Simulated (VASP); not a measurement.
# KMo3 (P4/mmm) in VASP: relaxation of cell and atoms with PBE

Aim: the relaxation of cell and atoms of KMo3 with PBE.

Program: VASP 6.6.1. These are calculated values, not measurements. Logs are shortened: lines on timing, memory, paths and dates and some standing lists are left out, and cuts for length are marked.

## (1) The cell of the first run

It takes space group P4/mmm (No. 123, tetragonal). Conventional cell: a = 4.274 Å, b = 4.274 Å, c = 4.230 Å, α = 90.00°, β = 90.00°, γ = 90.00°. K (site symmetry 4/mmm) has 12 Mo at 3.01 to 3.02 Å within 4.0 Å. Within 4.0 Å of Mo (site symmetry mmm) lie 4 K at 3.01 Å and 8 Mo at 3.01 to 3.02 Å. Mo (site symmetry 4/mmm) has 8 Mo at 3.01 Å and 4 K at 3.02 Å within 4.0 Å.

## (2) Relaxation of cell and atoms, PBE

File INCAR:

```
SYSTEM = KMo3
ALGO     = Normal         ! electronic algorithm
EDIFF    = 1E-6           ! SCF threshold, eV
EDIFFG   = -0.04          ! ionic threshold
ENCUT    = 600            ! plane-wave cutoff, eV
GGA      = PE             ! functional
IBRION   = 2              ! ionic algorithm
ISIF     = 3              ! what is computed and relaxed
ISMEAR   = 0              ! smearing method
LASPH    = .True.         ! aspherical terms in the spheres
LCHARG   = .False.        ! write CHGCAR
LREAL    = .False.        ! projectors in reciprocal space
LWAVE    = .False.        ! write WAVECAR
NELM     = 60             ! most SCF steps
NSW      = 90             ! ionic steps
PREC     = Accurate       ! precision mode
SIGMA    = 0.1            ! smearing width, eV
```

File KPOINTS:

```
k-points
0
Gamma
  4 4 4
  0 0 0
```

File POSCAR:

```
KMo3
1.0
    4.2739383498      0.0000000000      0.0000000000
    0.0000000000      4.2739383498      0.0000000000
    0.0000000000      0.0000000000      4.2300082288
K Mo
1 3
Direct
    0.0000000000      0.0000000000      0.0000000000
    0.0000000000      0.5000000000      0.5000000000
    0.5000000000      0.0000000000      0.5000000000
    0.5000000000      0.5000000000      0.0000000000
```

Potentials or basis: VASP PAW PBE potentials, release 64 (K_sv, Mo_sv).

On the command line:

```bash
$ cat potpaw_PBE.64/K_sv/POTCAR potpaw_PBE.64/Mo_sv/POTCAR > POTCAR
$ mpirun -np 1 vasp_std > vasp.out
```

OUTCAR:

```text
SYSTEM = KMo3
   EDIFF = 1E-6
   EDIFFG = -0.04
   ENCUT = 600
   GGA = PE
   IBRION = 2
   ISIF = 3
   ISMEAR = 0
   LASPH = .True.
   LREAL = .False.
   NELM = 60
   NSW = 90
   PREC = Accurate

 ion  position               nearest neighbor table
   1  0.000  0.000  0.000-   2 3.01   3 3.01   2 3.01   3 3.01   2 3.01   2 3.01   3 3.01   3 3.01
                             4 3.02   4 3.02   4 3.02   4 3.02
   2  0.000  0.500  0.500-   1 3.01   4 3.01   1 3.01   4 3.01   1 3.01   1 3.01   4 3.01   4 3.01
                             3 3.02   3 3.02   3 3.02   3 3.02
   3  0.500  0.000  0.500-   1 3.01   4 3.01   1 3.01   4 3.01   4 3.01   4 3.01   1 3.01   1 3.01
                             2 3.02   2 3.02   2 3.02   2 3.02
   4  0.500  0.500  0.000-   2 3.01   3 3.01   2 3.01   3 3.01   3 3.01   3 3.01   2 3.01   2 3.01
                             1 3.02   1 3.02   1 3.02   1 3.02

  LATTYP: Found a simple tetragonal cell.
 ALAT       =     4.2739383498
 C/A-ratio  =     0.9897213957

  Lattice vectors:

 A1 = (   4.2739383498,   0.0000000000,   0.0000000000)
 A2 = (   0.0000000000,   4.2739383498,   0.0000000000)
 A3 = (   0.0000000000,   0.0000000000,   4.2300082288)

Analysis of symmetry for initial positions (statically):
=====================================================================
 Subroutine PRICEL returns:
 Original cell was already a primitive cell.

 Routine SETGRP: Setting up the symmetry group for a
 simple tetragonal supercell.

 Subroutine GETGRP returns: Found 16 space group operations
 (whereof 16 operations were pure point group operations)
 out of a pool of 16 trial point group operations.

The static configuration has the point symmetry D_4h.

Analysis of symmetry for dynamics (positions and initial velocities):
=====================================================================
 Subroutine PRICEL returns:
 Original cell was already a primitive cell.

 Routine SETGRP: Setting up the symmetry group for a
 simple tetragonal supercell.

 Subroutine GETGRP returns: Found 16 space group operations
 (whereof 16 operations were pure point group operations)
 out of a pool of 16 trial point group operations.

The dynamic configuration has the point symmetry D_4h.

 Subroutine INISYM returns: Found 16 space group operations
 (whereof 16 operations are pure point group operations),
 and found     1 'primitive' translations

----------------------------------------------------------------------------------------

                                     Primitive cell

  volume of cell :      77.2677

  direct lattice vectors                    reciprocal lattice vectors
     4.273938350  0.000000000  0.000000000     0.233976234  0.000000000  0.000000000
     0.000000000  4.273938350  0.000000000     0.000000000  0.233976234  0.000000000
     0.000000000  0.000000000  4.230008229     0.000000000  0.000000000  0.236406159

  length of vectors
     4.273938350  4.273938350  4.230008229     0.233976234  0.233976234  0.236406159

  position of ions in fractional coordinates (direct lattice)
     0.000000000  0.000000000  0.000000000
     0.000000000  0.500000000  0.500000000
     0.500000000  0.000000000  0.500000000
     0.500000000  0.500000000  0.000000000

  ion indices of the primitive-cell ions
   primitive index   ion index
                 1           1
                 2           2
                 3           3
                 4           4

----------------------------------------------------------------------------------------

 KPOINTS: k-points

Automatic generation of k-mesh.
 Grid dimensions read from file:
 generate k-points for:    4    4    4

 Generating k-lattice:

  Cartesian coordinates                     Fractional coordinates (reciprocal lattice)
     0.058494059  0.000000000  0.000000000     0.250000000  0.000000000  0.000000000
     0.000000000  0.058494059  0.000000000     0.000000000  0.250000000  0.000000000
     0.000000000  0.000000000  0.059101540     0.000000000  0.000000000  0.250000000

  Length of vectors
     0.058494059  0.058494059  0.059101540

  Shift w.r.t. Gamma in fractional coordinates (k-lattice)
     0.000000000  0.000000000  0.000000000

 Subroutine IBZKPT returns following result:
 ===========================================

 Found     18 irreducible k-points:

 Following reciprocal coordinates:
            Coordinates               Weight
  0.000000  0.000000  0.000000      1.000000
  0.250000  0.000000  0.000000      4.000000
  0.500000  0.000000  0.000000      2.000000
  0.250000  0.250000  0.000000      4.000000
  0.500000  0.250000  0.000000      4.000000
  0.500000  0.500000  0.000000      1.000000
[... 10 lines left out ...]
  0.500000  0.250000  0.500000      4.000000
  0.500000  0.500000  0.500000      1.000000
   k-points           NKPTS =     18   k-points in BZ     NKDIM =     18   number of bands    NBANDS=     30
   number of dos      NEDOS =    301   number of ions     NIONS =      4
   total plane-waves  NPLWV =  46656
   dimension x,y,z NGX =    36 NGY =   36 NGZ =   36
   dimension x,y,z NGXF=    72 NGYF=   72 NGZF=   72
   ions per type =               1   3
   NGX,Y,Z   is equivalent  to a cutoff of  14.00, 14.00, 14.15 a.u.
   NGXF,Y,Z  is equivalent  to a cutoff of  28.01, 28.01, 28.30 a.u.
 SYSTEM =  KMo3
   PREC   = accura    normal or accurate (medium, high low for compatibility)
   ISTART =      0    job   : 0-new  1-cont  2-samecut
   ICHARG =      2    charge: 1-file 2-atom 10-const
   ISPIN  =      1    spin polarized calculation?
   LNONCOLLINEAR =      F non collinear calculations
   LSORBIT =      F    spin-orbit coupling
   LASPH  =      T    aspherical Exc in radial PAW
   ENCUT  =  600.0 eV  44.10 Ry    6.64 a.u.   8.54  8.54  8.45*2*pi/ulx,y,z
   NELM   =     60;   NELMIN=  2; NELMDL= -5     # of ELM steps
   EDIFF  = 0.1E-05   stopping-criterion for ELM
   LREAL  =      F    real-space projection
   EDIFFG = -.4E-01   stopping-criterion for IOM
   NSW    =     90    number of steps for IOM
   IBRION =      2    ionic relax: 0-MD 1-quasi-New 2-CG
   NFREE  =      1    steps in history (QN), initial steepest desc. (CG)
   ISIF   =      3    stress and relaxation
   ISYM   =      2    0-nonsym 1-usesym 2-fastsym
   POTIM  = 0.5000    time-step for ionic-motion
   TEBEG  =    0.0;   TEEND  =   0.0 temperature during run
   PSTRESS=    0.0 pullay stress
   NELECT =      51.0000    total number of electrons
   NUPDOWN=      -1.0000    fix difference up-down
   EMIN   =  10.00;   EMAX   =-10.00  energy-range for DOS
   EFERMI =   0.00;   METHOD = LEGACY
   ISMEAR =     0;   SIGMA  =   0.10  broadening in eV -4-tet -1-fermi 0-gaus
   EFERMI_NEDOS =   21; number of points for ismear=-14 and -15
   IALGO  =     38    algorithm
   IMIX   =      4    mixing-type and parameters
     AMIX     =   0.40;   BMIX     =  1.00
     AMIX_MAG =   1.60;   BMIX_MAG =  1.00
  volume/ion in A,a.u.               =      19.32       130.36
  Fermi-wavevector in a.u.,A,eV,Ry     =   1.425385  2.693588 27.643278  2.031724
  Thomas-Fermi vector in A             =   2.545775
   LORBIT       =      0    0 simple, 1 ext, 2 COOP (PROOUT), +10 PAW based schemes
   GGA     = PE    functional components
   LHFCALC =     F    Hartree Fock is set to
   AEXX    =    0.0000 exact exchange contribution
   IVDW    =     0    specifies the selected vdW correction
   LEPSILON=     F    determine dielectric tensor
   LRPA    =     F    only Hartree local field effects (RPA)
 conjugate gradient relaxation of ions
 non-spin polarized calculation
 Gauss-broadening in eV      SIGMA  =   0.10
  energy-cutoff  :      600.00
  volume of cell :       77.27
 maximum number of plane-waves:      2595
 NGX is ok and might be reduce to    36
   NGX = 17   NGY = 17   NGZ = 17

--------------------------------------- Ionic step        1  -------------------------------------------

 number of electron      51.0000002 magnetization

 Free energy of the ion-electron system (eV)
  ---------------------------------------------------
  ext. energy  EPLUGINS =         0.00000000
  ---------------------------------------------------
  free energy    TOTEN  =       -25.95576382 eV

  energy without entropy =      -25.92316310  energy(sigma->0) =      -25.93946346

------------------------ aborting loop because EDIFF is reached ----------------------------------------

  FORCE on cell =-STRESS in cart. coord.  units (eV):
  Direction    XX          YY          ZZ          XY          YZ          ZX
  --------------------------------------------------------------------------------------
  -------------------------------------------------------------------------------------
  Total       -1.6954359     -1.6954359     -1.9585647      0.0000000      0.0000000      0.0000000
  in kB      -35.1555767    -35.1555767    -40.6116648      0.0000000      0.0000000      0.0000000
  external PRESSURE =     -36.9742727 kB  Pullay stress =       0.0000000 kB
[... 95 lines left out ...]
  FREE ENERGIE OF THE ION-ELECTRON SYSTEM (eV)
  ---------------------------------------------------
  free  energy   TOTEN  =       -25.9869847656 eV

  energy  without entropy=      -25.9540251253  energy(sigma->0) =      -25.97050495

 E-fermi :  11.6190     XC(G=0): -13.1163

 val. band max:       11.5927424294   @ k =   0.2500   0.0000   0.5000
 cond. band min:      11.6309045368   @ k =   0.5000   0.2500   0.0000
 fundamental gap:      0.0381621074
 Fermi energy:        11.6190021424

 k-point     1 :       0.0000    0.0000    0.0000
  band No.  band energies     occupation
      1     -50.6065      2.00000
      2     -49.8484      2.00000
      3     -49.8371      2.00000
      4     -24.7672      2.00000
      5     -24.7672      2.00000
      6     -23.5891      2.00000
[... 583 lines left out ...]
     29      15.6670      0.00000
     30      16.4793      0.00000

[... ionic steps 4 to 20 ...]

--------------------------------------- Ionic step       21  -------------------------------------------

 number of electron      51.0000013 magnetization

------------------------ aborting loop because EDIFF is reached ----------------------------------------

  FORCE on cell =-STRESS in cart. coord.  units (eV):
  Direction    XX          YY          ZZ          XY          YZ          ZX
  --------------------------------------------------------------------------------------
  -------------------------------------------------------------------------------------
  Total        0.3626351      0.3626351      0.3785193      0.0000000      0.0000000      0.0000000
  in kB        8.2136957      8.2136957      8.5734727      0.0000000      0.0000000      0.0000000
  external PRESSURE =       8.3336213 kB  Pullay stress =       0.0000000 kB
[... 61 lines left out ...]
  energy  without entropy=      -27.1114360123  energy(sigma->0) =      -27.12288222

--------------------------------------- Ionic step       23  -------------------------------------------

 number of electron      51.0000012 magnetization

 Free energy of the ion-electron system (eV)
  ---------------------------------------------------
  ext. energy  EPLUGINS =         0.00000000
  ---------------------------------------------------
  free energy    TOTEN  =       -27.13996045 eV

  energy without entropy =      -27.11783853  energy(sigma->0) =      -27.12889949

 E-fermi :   8.5754     XC(G=0): -12.1394

 val. band max:        8.5714946119   @ k =   0.0000   0.0000   0.5000
 cond. band min:       8.5992328336   @ k =   0.5000   0.0000   0.2500
 fundamental gap:      0.0277382216
 Fermi energy:         8.5754487319

 k-point     1 :       0.0000    0.0000    0.0000
  band No.  band energies     occupation
      1     -52.1161      2.00000
      2     -51.9802      2.00000
      3     -51.9238      2.00000
      4     -26.5154      2.00000
      5     -26.5154      2.00000
      6     -26.1727      2.00000
[... 614 lines left out ...]
  FREE ENERGIE OF THE ION-ELECTRON SYSTEM (eV)
  ---------------------------------------------------
  free  energy   TOTEN  =       -27.1399604478 eV

  energy  without entropy=      -27.1178385308  energy(sigma->0) =      -27.12889949

 reached required accuracy - stopping structural energy minimisation
```

Wall time 25 min (1 thread of AMD EPYC 7R13, shared host); peak memory 0.21 GiB.

Results:

```
Free energy                           : -27.1400 eV
Relaxed volume                        : 17.80 Å³/atom
Relaxed cell                          : a = 4.821 Å, b = 4.821 Å, c = 3.063 Å, α = 90.00°, β = 90.00°, γ = 90.00°
Space group after relaxing (to 0.1 Å) : P4/mmm (No. 123)
Pressure after relaxing               : 0.0 GPa
Band gap on the k mesh                : zero (an odd number of electrons rules out a gap without spin polarisation)
```

Stress tensor (GPa, compression positive):
```
 0.05  0.00  0.00
 0.00  0.05  0.00
 0.00  0.00 -0.10
```

Final structure:
```cif
data_structure
_symmetry_space_group_name_H-M 'P 1'
_symmetry_Int_Tables_number 1
_cell_length_a 4.8211
_cell_length_b 4.8211
_cell_length_c 3.0634
_cell_angle_alpha 90.000
_cell_angle_beta 90.000
_cell_angle_gamma 90.000
_cell_volume 71.20
loop_
_atom_site_label
_atom_site_type_symbol
_atom_site_fract_x
_atom_site_fract_y
_atom_site_fract_z
_atom_site_occupancy
K1 K 0.00000 0.00000 0.00000 1
Mo1 Mo 0.00000 0.50000 0.50000 1
Mo2 Mo 0.50000 0.00000 0.50000 1
Mo3 Mo 0.50000 0.50000 0.00000 1
```

Caveat: the k points lie up to 0.51 Å⁻¹ apart in the final cell, too coarse for converged energies and pressures of a metal; a cell axis changed by over 15 % at a fixed basis, so the end point is rough.

The gap in the log of VASP goes by the Fermi energy; the results here count the filled bands.